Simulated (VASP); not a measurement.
# Cs in VASP: further runs

Runs on Cs. Level: LDA. Tasks: electric field gradients.

Everything below comes from runs of VASP 6.6.1. Logs are shortened: lines on timing, memory, paths and dates and some standing lists are left out, and cuts for length are marked.

**1. The cell of the first run**

Symmetry: Im-3m, No. 229, cubic system. The conventional cell has a = 6.164 Å, b = 6.164 Å, c = 6.164 Å, α = 90.00°, β = 90.00°, γ = 90.00°.

**2. Electric field gradients, LDA (volume scaled by 1.06)**

File INCAR:

```
SYSTEM = Cs
PREC = Accurate ; ENCUT = 520
EDIFF = 1E-8 ; ISMEAR = -1
SIGMA = 0.05 ; LREAL = .False.
LASPH = .True. ; NELM = 60
ALGO = Normal ; ISIF = 2
LWAVE = .False. ; LCHARG = .False.
GGA = CA ; LEFG = .True.
NBANDS = 10
```

File KPOINTS:

```
regular mesh
0
Gamma
  9 9 9
  0 0 0
```

File POSCAR:

```
Cs
1.0
   -3.0817797558      3.0817797558      3.0817797558
    3.0817797558     -3.0817797558      3.0817797558
    3.0817797558      3.0817797558     -3.0817797558
Cs
1
Direct
    0.0000000000      0.0000000000      0.0000000000
```

Potentials or basis: VASP PAW LDA potentials, release 64 (Cs_sv).

Run with:

```console
$ cat potpaw_LDA.64/Cs_sv/POTCAR > POTCAR
$ mpirun -np 1 vasp_std > vasp.out
```

OUTCAR:

```text
SYSTEM = Cs
   PREC = Accurate
   ENCUT = 520
   EDIFF = 1E-8
   ISMEAR = -1
   LREAL = .False.
   LASPH = .True.
   NELM = 60
   ISIF = 2
   GGA = CA

 ion  position               nearest neighbor table
   1  0.000  0.000  0.000-

  LATTYP: Found a body centered cubic cell.
 ALAT       =     6.1635595116

  Lattice vectors:

 A1 = (  -3.0817797558,   3.0817797558,   3.0817797558)
 A2 = (   3.0817797558,  -3.0817797558,   3.0817797558)
 A3 = (   3.0817797558,   3.0817797558,  -3.0817797558)

Analysis of symmetry for initial positions (statically):
=====================================================================
 Subroutine PRICEL returns:
 Original cell was already a primitive cell.

 Routine SETGRP: Setting up the symmetry group for a
 body centered cubic supercell.

 Subroutine GETGRP returns: Found 48 space group operations
[... 9 lines left out ...]

 Routine SETGRP: Setting up the symmetry group for a
 body centered cubic supercell.

 Subroutine GETGRP returns: Found 48 space group operations
[... 11 lines left out ...]
                                     Primitive cell

  volume of cell :     117.0752

  direct lattice vectors                    reciprocal lattice vectors
    -3.081779756  3.081779756  3.081779756     0.000000000  0.162243911  0.162243911
     3.081779756 -3.081779756  3.081779756     0.162243911  0.000000000  0.162243911
     3.081779756  3.081779756 -3.081779756     0.162243911  0.162243911  0.000000000

  length of vectors
     5.337799115  5.337799115  5.337799115     0.229447539  0.229447539  0.229447539

  position of ions in fractional coordinates (direct lattice)
     0.000000000  0.000000000  0.000000000

  ion indices of the primitive-cell ions
   primitive index   ion index
                 1           1

----------------------------------------------------------------------------------------

 KPOINTS: regular mesh

Automatic generation of k-mesh.
 Grid dimensions read from file:
 generate k-points for:    9    9    9

 Generating k-lattice:

  Cartesian coordinates                     Fractional coordinates (reciprocal lattice)
     0.000000000  0.018027101  0.018027101     0.111111111  0.000000000  0.000000000
     0.018027101  0.000000000  0.018027101     0.000000000  0.111111111  0.000000000
     0.018027101  0.018027101  0.000000000     0.000000000  0.000000000  0.111111111
[... 89 lines left out ...]
  energy-cutoff  :      520.00
  volume of cell :      117.08
 maximum number of plane-waves:      3212
   NGX = 19   NGY = 19   NGZ = 19

 number of electron       9.0000002 magnetization

 Free energy of the ion-electron system (eV)
  ---------------------------------------------------
  ext. energy  EPLUGINS =         0.00000000
  ---------------------------------------------------
  free energy    TOTEN  =        -0.97244822 eV

  energy without entropy =       -0.96252298  energy(sigma->0) =       -0.96748560

 E-fermi :   0.2439     XC(G=0):  -5.4983

 val. band max:        0.2371629398   @ k =  -0.3333   0.4444   0.1111
 cond. band min:       0.2931650053   @ k =  -0.4444   0.4444   0.1111
 fundamental gap:      0.0560020655
 Fermi energy:         0.2438708564

 k-point     1 :       0.0000    0.0000    0.0000
  band No.  band energies     occupation
      1     -23.5947      2.00000
      2     -10.3324      2.00000
      3     -10.3324      2.00000
      4     -10.3324      2.00000
      5      -1.4228      2.00000
      6       2.6494      0.00000
      7       2.6494      0.00000
      8       2.6494      0.00000
      9       3.5279      0.00000
     10       3.5279      0.00000
[... 287 lines left out ...]
 k-point    24 :      -0.4444   -0.4444    0.1111
  band No.  band energies     occupation
      1     -23.5873      2.00000
      2     -10.4518      2.00000
      3     -10.3965      2.00000
      4     -10.3536      2.00000
      5       0.6365      0.00078
      6       1.0994      0.00000
      7       1.8287      0.00000
      8       2.7972      0.00000
      9       3.7494      0.00000
     10       4.4088      0.00000

 [... further k-points ...]
[... 5 lines left out ...]
  --------------------------------------------------------------------------------------
  -------------------------------------------------------------------------------------
  Total       -0.2659724     -0.2659724     -0.2659724      0.0000000      0.0000000      0.0000000
  in kB       -3.6398410     -3.6398410     -3.6398410      0.0000000      0.0000000      0.0000000
  external PRESSURE =      -3.6398410 kB  Pullay stress =       0.0000000 kB

 VOLUME and BASIS-vectors are now :
 -----------------------------------------------------------------------------
  energy-cutoff  :      520.00
  volume of cell :      117.08
      direct lattice vectors                 reciprocal lattice vectors
    -3.081779756  3.081779756  3.081779756     0.000000000  0.162243911  0.162243911
     3.081779756 -3.081779756  3.081779756     0.162243911  0.000000000  0.162243911
     3.081779756  3.081779756 -3.081779756     0.162243911  0.162243911  0.000000000

 POSITION                                       TOTAL-FORCE (eV/Angst)
 -----------------------------------------------------------------------------------
      0.00000      0.00000      0.00000        -0.000000     -0.000000      0.000000
 -----------------------------------------------------------------------------------
    total drift:                                0.000000     -0.000000     -0.000000

  FREE ENERGIE OF THE ION-ELECTRON SYSTEM (eV)
  ---------------------------------------------------
  free  energy   TOTEN  =        -0.9724482191 eV

  energy  without entropy=       -0.9625229752  energy(sigma->0) =       -0.96748560

 Electric field gradients (V/A^2)
---------------------------------------------------------------------
 ion       V_xx      V_yy      V_zz      V_xy      V_xz      V_yz
---------------------------------------------------------------------
   1       0.000    -0.000    -0.000    -0.000    -0.000    -0.000
---------------------------------------------------------------------

 Electric field gradients after diagonalization (V/A^2)
 (convention: |V_zz| > |V_xx| > |V_yy|)
----------------------------------------------------------------------
 ion       V_xx      V_yy      V_zz     asymmetry (V_yy - V_xx)/ V_zz
----------------------------------------------------------------------
   1       0.000     0.000    -0.000       0.000
----------------------------------------------------------------------

           NMR quadrupolar parameters

 Cq : quadrupolar parameter    Cq=e*Q*V_zz/h
 eta: asymmetry parameters     (V_yy - V_xx)/ V_zz
 Q  : nuclear electric quadrupole moment in mb (millibarn)
----------------------------------------------------------------------
 ion       Cq(MHz)       eta       Q (mb)
----------------------------------------------------------------------
   1      -0.000       0.000       1.000
----------------------------------------------------------------------
```

stdout:

```text
POSCAR found type information on POSCAR Cs
 POSCAR found :  1 types and       1 ions
 scaLAPACK will be used
 LDA part: xc-table for (Slater(with rela. corr.)+CA(PZ))
 , standard interpolation
 POSCAR, INCAR and KPOINTS ok, starting setup
 FFT: planning ... GRIDC
 FFT: planning ... GRID_SOFT
 FFT: planning ... GRID
 WAVECAR not read
 entering main loop
ion   1
```

It took 12 s on 1 thread of AMD EPYC 9R45 (Zen 5), shared host; peak memory 0.17 GiB.

What came out:

- Free energy: -0.9724 eV
- Pressure: -0.4 GPa

Caveat: without QUAD_EFG the Cq values of the log hold for a quadrupole moment of 1 mb, not for the nuclei; spin-orbit coupling is left out, which moves the levels of the heavy elements.

**3. Electric field gradients, LDA (volume scaled by 1.06)**

File INCAR:

```
SYSTEM = Cs
ALGO     = Normal         ! electronic algorithm
EDIFF    = 1E-8           ! SCF threshold, eV
ENCUT    = 520            ! plane-wave cutoff, eV
ISIF     = 2              ! what is computed and relaxed
ISMEAR   = -1             ! smearing method
LASPH    = .True.         ! aspherical terms in the spheres
LCHARG   = .False.        ! write CHGCAR
LEFG     = .True.       
LREAL    = .False.        ! projectors in reciprocal space
LWAVE    = .False.        ! write WAVECAR
NBANDS   = 10             ! bands
NELM     = 80             ! most SCF steps
PREC     = Accurate       ! precision mode
SIGMA    = 0.05           ! smearing width, eV
```

File KPOINTS:

```
k-points
0
Gamma
  9 9 9
  0 0 0
```

POSCAR is that of step 2.

Potentials or basis: VASP PAW LDA potentials, release 64 (Cs_sv).

Run with:

```console
$ cat potpaw_LDA.64/Cs_sv/POTCAR > POTCAR
$ mpirun -np 1 vasp_std > vasp.out
```

OUTCAR:

```text
SYSTEM = Cs
   EDIFF = 1E-8
   ENCUT = 520
   ISIF = 2
   ISMEAR = -1
   LASPH = .True.
   LREAL = .False.
   NELM = 80
   PREC = Accurate

 ion  position               nearest neighbor table
   1  0.000  0.000  0.000-

  LATTYP: Found a body centered cubic cell.
 ALAT       =     6.1635595116

  Lattice vectors:

 A1 = (  -3.0817797558,   3.0817797558,   3.0817797558)
 A2 = (   3.0817797558,  -3.0817797558,   3.0817797558)
 A3 = (   3.0817797558,   3.0817797558,  -3.0817797558)

Analysis of symmetry for initial positions (statically):
=====================================================================
 Subroutine PRICEL returns:
 Original cell was already a primitive cell.

 Routine SETGRP: Setting up the symmetry group for a
 body centered cubic supercell.

[... 492 lines left out ...]
  external PRESSURE =      -3.6398410 kB  Pullay stress =       0.0000000 kB

 VOLUME and BASIS-vectors are now :
 -----------------------------------------------------------------------------
  energy-cutoff  :      520.00
  volume of cell :      117.08
      direct lattice vectors                 reciprocal lattice vectors
    -3.081779756  3.081779756  3.081779756     0.000000000  0.162243911  0.162243911
     3.081779756 -3.081779756  3.081779756     0.162243911  0.000000000  0.162243911
     3.081779756  3.081779756 -3.081779756     0.162243911  0.162243911  0.000000000

 POSITION                                       TOTAL-FORCE (eV/Angst)
 -----------------------------------------------------------------------------------
      0.00000      0.00000      0.00000        -0.000000     -0.000000      0.000000
 -----------------------------------------------------------------------------------
    total drift:                                0.000000     -0.000000     -0.000000

  FREE ENERGIE OF THE ION-ELECTRON SYSTEM (eV)
  ---------------------------------------------------
  free  energy   TOTEN  =        -0.9724482191 eV

  energy  without entropy=       -0.9625229752  energy(sigma->0) =       -0.96748560

 Electric field gradients (V/A^2)
---------------------------------------------------------------------
 ion       V_xx      V_yy      V_zz      V_xy      V_xz      V_yz
---------------------------------------------------------------------
   1       0.000    -0.000    -0.000    -0.000    -0.000    -0.000
---------------------------------------------------------------------

 Electric field gradients after diagonalization (V/A^2)
 (convention: |V_zz| > |V_xx| > |V_yy|)
----------------------------------------------------------------------
 ion       V_xx      V_yy      V_zz     asymmetry (V_yy - V_xx)/ V_zz
----------------------------------------------------------------------
   1       0.000     0.000    -0.000       0.000
----------------------------------------------------------------------

           NMR quadrupolar parameters

 Cq : quadrupolar parameter    Cq=e*Q*V_zz/h
 eta: asymmetry parameters     (V_yy - V_xx)/ V_zz
 Q  : nuclear electric quadrupole moment in mb (millibarn)
----------------------------------------------------------------------
 ion       Cq(MHz)       eta       Q (mb)
----------------------------------------------------------------------
   1      -0.000       0.000       1.000
----------------------------------------------------------------------
```

stdout:

```text
POSCAR found type information on POSCAR Cs
 POSCAR found :  1 types and       1 ions
 scaLAPACK will be used
 LDA part: xc-table for (Slater(with rela. corr.)+CA(PZ))
 , standard interpolation
 POSCAR, INCAR and KPOINTS ok, starting setup
 FFT: planning ... GRIDC
 FFT: planning ... GRID_SOFT
 FFT: planning ... GRID
 WAVECAR not read
 entering main loop
ion   1
```

Wall time 12 s (1 thread of AMD EPYC 9R45 (Zen 5), shared host); peak memory 0.17 GiB.

Results:

```
Free energy : -0.9724 eV
Pressure    : -0.4 GPa
```

Caveat: without QUAD_EFG the Cq values of the log hold for a quadrupole moment of 1 mb, not for the nuclei; spin-orbit coupling is left out, which moves the levels of the heavy elements.

**4. Electric field gradients, LDA (equal xx and yy strain of -2 %)**

File INCAR:

```
SYSTEM = Cs
  PREC = Accurate
  ENCUT = 520
  EDIFF = 1E-8
  ISMEAR = -1
  SIGMA = 0.05
  LREAL = .False.
  LASPH = .True.
  NELM = 80
  ALGO = Normal
  ISIF = 2
  LWAVE = .False.
  LCHARG = .False.
  LEFG = .True.
  NBANDS = 10
```

File KPOINTS:

```
Automatic mesh
0
Gamma
  9 9 9
  0 0 0
```

File POSCAR:

```
Cs
1.0
   -2.9620500000      2.9620500000      3.0225000000
    2.9620500000     -2.9620500000      3.0225000000
    2.9620500000      2.9620500000     -3.0225000000
Cs
1
Direct
    0.0000000000      0.0000000000      0.0000000000
```

Potentials or basis: VASP PAW LDA potentials, release 64 (Cs_sv).

Run with:

```console
$ cat potpaw_LDA.64/Cs_sv/POTCAR > POTCAR
$ mpirun -np 1 vasp_std > vasp.out
```

OUTCAR:

```text
SYSTEM = Cs
   PREC = Accurate
   ENCUT = 520
   EDIFF = 1E-8
   ISMEAR = -1
   LREAL = .False.
   LASPH = .True.
   NELM = 80
   ISIF = 2

 ion  position               nearest neighbor table
   1  0.000  0.000  0.000-

  LATTYP: Found a body centered tetragonal cell.
 ALAT       =     5.9241000000
 C/A-ratio  =     1.0204081633

  Lattice vectors:

 A1 = (  -2.9620500000,   2.9620500000,   3.0225000000)
 A2 = (   2.9620500000,  -2.9620500000,   3.0225000000)
 A3 = (   2.9620500000,   2.9620500000,  -3.0225000000)

Analysis of symmetry for initial positions (statically):
[... 516 lines left out ...]
  FREE ENERGIE OF THE ION-ELECTRON SYSTEM (eV)
  ---------------------------------------------------
  free  energy   TOTEN  =        -0.9924575293 eV

  energy  without entropy=       -0.9823213012  energy(sigma->0) =       -0.98738942

 Electric field gradients (V/A^2)
---------------------------------------------------------------------
 ion       V_xx      V_yy      V_zz      V_xy      V_xz      V_yz
---------------------------------------------------------------------
   1       0.070     0.070    -0.140    -0.000    -0.000    -0.000
---------------------------------------------------------------------

 Electric field gradients after diagonalization (V/A^2)
 (convention: |V_zz| > |V_xx| > |V_yy|)
----------------------------------------------------------------------
 ion       V_xx      V_yy      V_zz     asymmetry (V_yy - V_xx)/ V_zz
----------------------------------------------------------------------
   1       0.071     0.070    -0.140       0.007
----------------------------------------------------------------------

           NMR quadrupolar parameters

 Cq : quadrupolar parameter    Cq=e*Q*V_zz/h
 eta: asymmetry parameters     (V_yy - V_xx)/ V_zz
 Q  : nuclear electric quadrupole moment in mb (millibarn)
----------------------------------------------------------------------
 ion       Cq(MHz)       eta       Q (mb)
----------------------------------------------------------------------
   1      -0.000       0.007       1.000
----------------------------------------------------------------------
```

OSZICAR:

```text
N       E                     dE             d eps       ncg     rms          rms(c)
DAV:   1     0.503893344896E+02    0.50389E+02   -0.29876E+03  1500   0.633E+02
DAV:   2     0.404562547392E+01   -0.46344E+02   -0.45166E+02  1896   0.109E+02
DAV:   3    -0.922009108107E+00   -0.49676E+01   -0.49622E+01  1734   0.407E+01
DAV:   4    -0.993209302226E+00   -0.71200E-01   -0.71188E-01  1892   0.589E+00
DAV:   5    -0.993557165063E+00   -0.34786E-03   -0.34786E-03  1998   0.368E-01    0.133E-01
DAV:   6    -0.992627961380E+00    0.92920E-03   -0.16163E-03  1962   0.181E-01    0.829E-02
DAV:   7    -0.992420327552E+00    0.20763E-03   -0.24621E-03  1864   0.222E-01    0.364E-02
DAV:   8    -0.992456673167E+00   -0.36346E-04   -0.62007E-05  1740   0.507E-02    0.388E-03
DAV:   9    -0.992457419150E+00   -0.74598E-06   -0.17743E-06  2014   0.668E-03    0.218E-03
DAV:  10    -0.992457527405E+00   -0.10826E-06   -0.38238E-07  1726   0.302E-03    0.328E-04
DAV:  11    -0.992457529313E+00   -0.19083E-08   -0.55764E-09  1522   0.421E-04
   1 F= -.99245753E+00 E0= -.98738942E+00  d E =-.101362E-01
```

stdout:

```text
POSCAR found type information on POSCAR Cs
 POSCAR found :  1 types and       1 ions
 scaLAPACK will be used
 LDA part: xc-table for (Slater(with rela. corr.)+CA(PZ))
 , standard interpolation
 POSCAR, INCAR and KPOINTS ok, starting setup
 FFT: planning ... GRIDC
 FFT: planning ... GRID_SOFT
 FFT: planning ... GRID
 WAVECAR not read
 entering main loop
ion   1
```

It took 30 s on 1 thread of Intel Xeon 6975P-C (Granite Rapids), shared host; peak memory 0.23 GiB.

Results:

```yaml
Free_energy: -0.9925 eV
Pressure: -0.2 GPa
```

Caveat: the cell differs from its parent crystal (equal xx and yy strain of -2 %); without QUAD_EFG the Cq values of the log hold for a quadrupole moment of 1 mb, not for the nuclei; spin-orbit coupling is left out, which moves the levels of the heavy elements.
